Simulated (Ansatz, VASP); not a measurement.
Two plane-wave programs on Pt

```
CELL_PARAMETERS angstrom
0.00000 1.86000 1.95790
1.86000 0.00000 1.95790
1.86000 1.86000 0.00000
ATOMIC_POSITIONS crystal
Pt 0.00000 0.00000 0.00000
```

Change from the starting cell: strain -0.0500 x Voigt [1, 1, 0, 0, 0, 0], atoms carried along.

Alike in both runs: task single point; functional PBE; k mesh 20 × 20 × 20; occupations fermi-dirac, width 0.02 eV; no spin polarisation.

|  | VASP | Ansatz |
| --- | --- | --- |
| version | VASP 6.6.1 | Ansatz 0.2.0 |
| potentials or method | VASP PAW PBE potentials, release 64 (Pt), cutoff 520 eV | scalar-relativistic, plane waves, PAW |
| valence electrons in the cell | 10 | 18 |

```csv
,VASP,Ansatz,Ansatz less VASP
gap on the k mesh at the Fermi level (eV),none,none,-
pressure (GPa),52.4,53.0,+0.60
"traceless stress, the component that is largest in VASP (GPa)",-6.63,-6.66,-0.037
```

A gap of «none» marks a metal or a gap that the smearing closes. Both programs put the cell under a high pressure, so it lies far from rest at this level. VASP's potentials hold 10 valence electrons a cell and Ansatz's 18, so a difference there can come from the potentials and not from the codes.

Neither program's run includes spin-orbit coupling.
